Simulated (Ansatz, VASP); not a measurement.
## Two plane-wave programs on Ti2Hg

```xyz
3
Lattice="2.9087 0.0000 0.0000 0.0000 2.9087 0.0000 0.0000 0.0000 6.8122" Properties=species:S:1:pos:R:3 pbc="T T T"
Ti    1.4543    1.4543    2.1652
Ti    1.4543    1.4543    4.6471
Hg    0.0000    0.0000    0.0000
```

Change from the starting cell: species swapped into the FeSi2 type (P4/mmm, No. 123).

Alike in both runs: task single point; functional PBE; k mesh 6 × 6 × 4; occupations gaussian, width 0.1 eV; collinear spin.

|  | VASP | Ansatz |
| --- | --- | --- |
| version | VASP 6.6.1 | Ansatz 0.2.0 |
| potentials or method | VASP PAW PBE potentials, release 64 (Ti_sv, Hg), cutoff 520 eV | scalar-relativistic, plane waves, PAW |
| valence electrons in the cell | 36 | 44 |

```csv
,VASP,Ansatz,Ansatz less VASP
gap on the k mesh at the Fermi level (eV),none,none,-
pressure (GPa),1.3,1.0,-0.27
"traceless stress, the component that is largest in VASP (GPa)",1.14,1.19,+0.051
rms of the force components (eV/Å),0.127,0.130,+0.0038
net moment per atom (μB),0.61,0.60,0.000
size of the moment on the site where the two differ most (μB),0.73,0.65,-0.080
```

Site moments also hang on the region over which each program counts them. Atom by atom the forces differ by 0.004 eV/Å (rms over components). A gap of «none» marks a metal or a gap that the smearing closes. VASP's potentials hold 36 valence electrons a cell and Ansatz's 44, so a difference there can come from the potentials and not from the codes.

The k mesh is coarse, so the values compare programs but aren't converged. Spin-orbit coupling is off throughout.
